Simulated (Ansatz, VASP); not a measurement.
**One calculation of Al, two programs**

```
CELL_PARAMETERS angstrom
4.67508 0.00000 0.00000
-2.33754 4.04874 0.00000
0.00000 0.00000 2.93125
ATOMIC_POSITIONS crystal
Al 0.00000 0.00000 0.00000
Al 0.33333 0.66667 0.50000
Al 0.66667 0.33333 0.50000
```

Alike in both runs: functional BLYP; k mesh 8 × 8 × 11; occupations fermi-dirac, width 0.1 eV; no spin polarisation.

Ansatz relaxed the structure, and its values are those at the end. VASP's run is a single point on that final structure, the one shown.

|  | VASP | Ansatz |
| --- | --- | --- |
| version | VASP 6.6.1 | Ansatz 0.2.0 |
| potentials or method | VASP PAW PBE potentials, release 64 (Al), cutoff 500 eV | plane waves (420 eV) with PAW, scalar-relativistic |
| valence electrons in the cell | 9 | 9 |

|  | VASP | Ansatz | Ansatz less VASP |
| --- | --- | --- | --- |
| pressure (GPa) | 0.1 | 0.0 | -0.08 |

VASP's potentials were made for PBE, not for BLYP. The functional is the same, so the differences come from potentials, cutoffs and numerics.
